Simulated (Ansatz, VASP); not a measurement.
**Co in VASP and in Ansatz**

```
CELL_PARAMETERS angstrom
0.00000 1.77210 1.77210
-1.77210 1.77210 0.00000
-1.77210 -1.77210 3.54420
ATOMIC_POSITIONS crystal
Co 0.00000 0.00000 0.00000
Co 0.00000 0.50000 0.50000
```

Alike in both runs: task single point; functional PBE; k mesh 17 × 17 × 17; occupations fermi-dirac, width 0.08 eV; collinear spin.

```csv
,VASP,Ansatz
version,VASP 6.6.1,Ansatz 0.2.0
potentials or method,"VASP PAW PBE potentials, release 64 (Co), cutoff 520 eV","all-electron LAPW, scalar-relativistic"
```

|  | VASP | Ansatz | Ansatz less VASP |
| --- | --- | --- | --- |
| pressure (GPa) | -4.4 | -3.8 | +0.54 |
| net moment per atom (μB) | 1.66 | 1.67 | +0.011 |
| size of the moment on the site where the two differ most (μB) | 1.68 | 1.72 | +0.040 |

Site moments also hang on the region over which each program counts them. Ansatz ran all-electron here, and VASP with PAW potentials.
